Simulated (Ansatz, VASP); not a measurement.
## ZnO: VASP beside Ansatz

Contents of INCAR:

```
  PREC = Accurate
  ENCUT = 600
  EDIFF = 1E-6
  ISMEAR = 0
  SIGMA = 0.02
  LREAL = False
  LASPH = True
  NELM = 80
  ALGO = Normal
  ISIF = 3
  LWAVE = False
  LCHARG = False
  GGA = PE
  IVDW = 12
  IBRION = 2
  NSW = 70
  EDIFFG = -0.005
```

KPOINTS

```
Automatic mesh
0
Gamma
  12 12 6
```

The input POSCAR:

```
ZnO
1.0
    3.2794963806      0.0000000000      0.0000000000
   -1.6397481903      2.8401271772      0.0000000000
    0.0000000000      0.0000000000      5.2933196413
Zn O
2 2
Direct
    0.3333333333      0.6666666667      0.4999697863
    0.6666666667      0.3333333333     -0.0000302137
    0.6666666667      0.3333333333      0.3790402137
    0.3333333333      0.6666666667      0.8790402137
```

Input for Ansatz:

```yaml
crystal:
  lattice:
    - [3.2794963784, 0.0, 0.0]
    - [-1.6397481892, 2.8401271753, 0.0]
    - [0.0, 0.0, 5.2933196489]
  atoms:
    - { symbol: Zn, position: [0.3333333333, 0.6666666667, 0.4999697863] }
    - { symbol: Zn, position: [0.6666666667, 0.3333333333, -3.02137e-05] }
    - { symbol: O, position: [0.6666666667, 0.3333333333, 0.3790402137] }
    - { symbol: O, position: [0.3333333333, 0.6666666667, 0.8790402137] }
basis:
  ecutwfc: 420
kpoints:
  mp_grid: { grid: [12, 12, 6] }
hamiltonian:
  xc: pbe
  dispersion: d3bj
scf:
  occupations: { method: gaussian, width: 0.02 }
output:
  forces: true
  stress: true
  eigenvalues: true
relax:
  adjacent_minimum: "off"
  f_tol: 0.005
  max_steps: 50
  cell: { stress_tol: 0.05 }
```

Alike in both runs: task relaxation of cell and atoms; functional PBE; dispersion D3(BJ); k mesh 12 × 12 × 6; occupations gaussian, width 0.02 eV; no spin polarisation.

|  | VASP | Ansatz |
| --- | --- | --- |
| version | VASP 6.6.1 | Ansatz 0.2.0 |
| potentials or method | VASP PAW PBE potentials, release 64 (Zn, O), cutoff 600 eV | scalar-relativistic, plane waves, PAW |
| valence electrons in the cell | 36 | 36 |

Ansatz gave:

```
gap on the k mesh at the Fermi level, each at its own relaxed structure (eV) : 0.78
relaxed volume (Å³/atom)                                                     : 12.06
relaxed length of the cell vector where the two differ most in proportion (Å)              : 3.255
```

Q: What did VASP give for the same quantities?

A: gap on the k mesh at the Fermi level, each at its own relaxed structure (eV): 0.75; relaxed volume (Å³/atom): 12.12; relaxed length of the cell vector where the two differ most in proportion (Å): 3.261.
